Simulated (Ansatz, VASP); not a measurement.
**One calculation of Be4InCu, two programs**

Contents of INCAR:

```
SYSTEM = Be4InCu
ALGO = Normal ; EDIFF = 1E-6
ENCUT = 520 ; GGA = PE
ISIF = 2 ; ISMEAR = 1
LASPH = .TRUE. ; LCHARG = .TRUE.
LELF = .TRUE. ; LREAL = .FALSE.
LVHAR = .TRUE. ; LWAVE = .FALSE.
NBANDS = 25 ; NELM = 100
PREC = Accurate ; SIGMA = 0.15
```

File KPOINTS:

```
k-points
0
G
  6 6 6
  0 0 0
```

The input POSCAR:

```
Be4InCu
1.0
    0.0000000000      3.2443778268      3.2443778268
    3.2443778268      0.0000000000      3.2443778268
    3.2443778268      3.2443778268      0.0000000000
Be In Cu
4 1 1
Direct
    0.3763000000      0.3763000000      0.3763000000
    0.8711000000      0.3763000000      0.3763000000
    0.3763000000      0.3763000000      0.8711000000
    0.3763000000      0.8711000000      0.3763000000
    0.0000000000      0.0000000000      0.0000000000
    0.7500000000      0.7500000000      0.7500000000
```

Input for Ansatz:

```yaml
crystal:
  lattice:
    - [0.0, 3.244377826807285, 3.244377826807285]
    - [3.244377826807285, 0.0, 3.244377826807285]
    - [3.244377826807285, 3.244377826807285, 0.0]
  atoms:
    - { symbol: Be, position: [0.3763, 0.3763, 0.3763] }
    - { symbol: Be, position: [0.8711, 0.3763, 0.3763] }
    - { symbol: Be, position: [0.3763, 0.3763, 0.8711] }
    - { symbol: Be, position: [0.3763, 0.8711, 0.3763] }
    - { symbol: In, position: [0.0, 0.0, 0.0] }
    - { symbol: Cu, position: [0.75, 0.75, 0.75] }
basis:
  ecutwfc: 462.593566181796
kpoints:
  mp_grid:
    grid: [6, 6, 6]
hamiltonian:
  xc: pbe
scf:
  occupations:
    method: cold
    width: 0.15
output:
  stress: true
```

Alike in both runs: task single point; functional PBE; k mesh 6 × 6 × 6; no spin polarisation.

|  | VASP | Ansatz |
| --- | --- | --- |
| version | VASP 6.6.1 | Ansatz 0.2.0 |
| potentials or method | VASP PAW PBE potentials, release 64 (Be, In_d, Cu), cutoff 520 eV | plane waves, PAW |
| occupations | methfessel-paxton of order 1, width 0.15 eV | cold, width 0.15 eV |
| valence electrons in the cell | 32 | 40 |

```csv
,VASP,Ansatz,Ansatz less VASP
pressure (GPa),-4.3,-4.5,-0.15
```

VASP's potentials hold 32 valence electrons a cell and Ansatz's 40, so a difference there can come from the potentials and not from the codes.
